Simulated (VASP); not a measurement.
Set up this calculation in VASP 6.6.1, as the native input.

```yaml
Task: relaxation of cell and atoms
Functional: r2SCAN
Potentials_or_basis: VASP PAW PBE potentials, release 64 (B)
Cutoff: 600 eV
k_mesh: 16 × 16 × 16
Occupations: fermi-dirac, width 0.1 eV
Spin: no spin polarisation
Dipole_correction: no
Further_INCAR_settings: ALGO = Normal; EDIFF = 1e-06; IBRION = 2; EDIFFG = -0.01; NSW = 80; ISIF = 3
```

B:

```
B
1.0
     1.92005    0.00000    0.00000
     0.00000    1.92005    0.00000
     0.00000    0.00000    1.92005
B
1
Cartesian
  0.0000 0.0000 0.0000
```

These files were run (other wordings do the same):

POSCAR

```
B
1.0
    1.9200471483      0.0000000000      0.0000000000
    0.0000000000      1.9200471483      0.0000000000
    0.0000000000      0.0000000000      1.9200471483
B
1
Direct
    0.0000000000      0.0000000000      0.0000000000
```

INCAR.step1

```
PREC     = Accurate       # precision mode
ENCUT    = 600            # plane-wave cutoff, eV
ISMEAR   = -1             # smearing method
SIGMA    = 0.1            # smearing width, eV
LREAL    = F              # projectors in reciprocal space
LASPH    = T              # aspherical terms in the spheres
NELM     = 60             # most SCF steps
GGA      = PE             # functional
ALGO     = Normal         # electronic algorithm
EDIFF    = 1E-4           # SCF threshold, eV
LWAVE    = T              # write WAVECAR
LCHARG   = F              # write CHGCAR
```

INCAR.step2

```
PREC     = Accurate       # precision mode
ENCUT    = 600            # plane-wave cutoff, eV
EDIFF    = 1E-6           # SCF threshold, eV
ISMEAR   = -1             # smearing method
SIGMA    = 0.1            # smearing width, eV
LREAL    = F              # projectors in reciprocal space
LASPH    = T              # aspherical terms in the spheres
NELM     = 60             # most SCF steps
ALGO     = Normal         # electronic algorithm
ISIF     = 3              # what is computed and relaxed
LWAVE    = F              # write WAVECAR
LCHARG   = F              # write CHGCAR
METAGGA  = R2SCAN         # meta-GGA
LMIXTAU  = T            
IBRION   = 2              # ionic algorithm
NSW      = 80             # ionic steps
EDIFFG   = -0.01          # ionic threshold
ISTART   = 1
```

KPOINTS

```
regular mesh
0
Gamma
  16 16 16
```

Potentials or basis: VASP PAW PBE potentials, release 64 (B).

Launch:

```sh
$ cat potpaw_PBE.64/B/POTCAR > POTCAR
$ cp INCAR.step1 INCAR
$ mpirun -np 1 vasp_std > vasp.out
$ cp INCAR.step2 INCAR
$ mpirun -np 1 vasp_std > vasp.out
```

Results of the run:

* Relaxed volume: 6.69 Å³/atom
* Relaxed cell: a = 1.884 Å, b = 1.884 Å, c = 1.884 Å, α = 90.00°, β = 90.00°, γ = 90.00°
* Space group after relaxing (to 0.05 Å): Pm-3m (No. 221)
* Energy gained by relaxing: 15.2 meV/atom
* Ionic steps: 3
* Pressure after relaxing: -0.1 GPa

Caveat: the PAW data sets were made with another functional, which shifts forces and pressure a little.

It took 21 s on 1 thread of Intel(R) Xeon(R) Platinum 8259CL CPU @ 2.50GHz (Skylake/Cascade Lake), on a shared host, peak memory 0.11 GiB.
